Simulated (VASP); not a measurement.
Input of a VASP 6.6.1 run:

File POSCAR:

```
Re
1.0
    2.7225275101      0.0000000000      0.0000000000
   -1.3612637550      2.3577779862      0.0000000000
    0.0000000000      0.0000000000      4.3969869102
Re
2
Direct
    0.3333333333      0.6666666667      0.2500000000
    0.6666666667      0.3333333333      0.7500000000
```

File INCAR.step1:

```
SYSTEM = Re
PREC = Accurate ; ENCUT = 520
ISMEAR = -1 ; SIGMA = 0.1
LREAL = .False. ; LASPH = .True.
NELM = 80 ; NBANDS = 14
GGA = PE ; ALGO = Normal
EDIFF = 1E-4 ; LWAVE = .True.
LCHARG = .False.
```

The input INCAR.step2:

```
SYSTEM = Re
PREC = Accurate ; ENCUT = 520
EDIFF = 1E-6 ; ISMEAR = -1
SIGMA = 0.1 ; LREAL = .False.
LASPH = .True. ; NELM = 80
ALGO = Normal ; ISIF = 2
LWAVE = .False. ; LCHARG = .False.
METAGGA = R2SCAN ; LMIXTAU = .True.
NBANDS = 14 ; ISTART = 1
```

File KPOINTS:

```
Automatic mesh
0
Gamma
  21 21 12
  0 0 0
```

Potentials or basis: VASP PAW PBE potentials, release 64 (Re).

Run with:

```bash
$ cat potpaw_PBE.64/Re/POTCAR > POTCAR
$ cp INCAR.step1 INCAR
$ mpirun -np 1 vasp_std > vasp.out
$ cp INCAR.step2 INCAR
$ mpirun -np 1 vasp_std > vasp.out
```

**Question.** Predict the band gap on the k mesh.

**Answer.** Zero (bands 7 and 8 overlap by 3.56 eV).

**Question.** Estimate the pressure.

**Answer.** 17.8 GPa.

Stress tensor (GPa, compression positive):
```
17.69  0.00  0.00
 0.00 17.69  0.00
 0.00  0.00 17.91
```

Caveat: the cell stands under pressure; the PAW data sets were made with another functional, which shifts forces and pressure a little; spin-orbit coupling is left out, which moves the levels of the heavy elements.
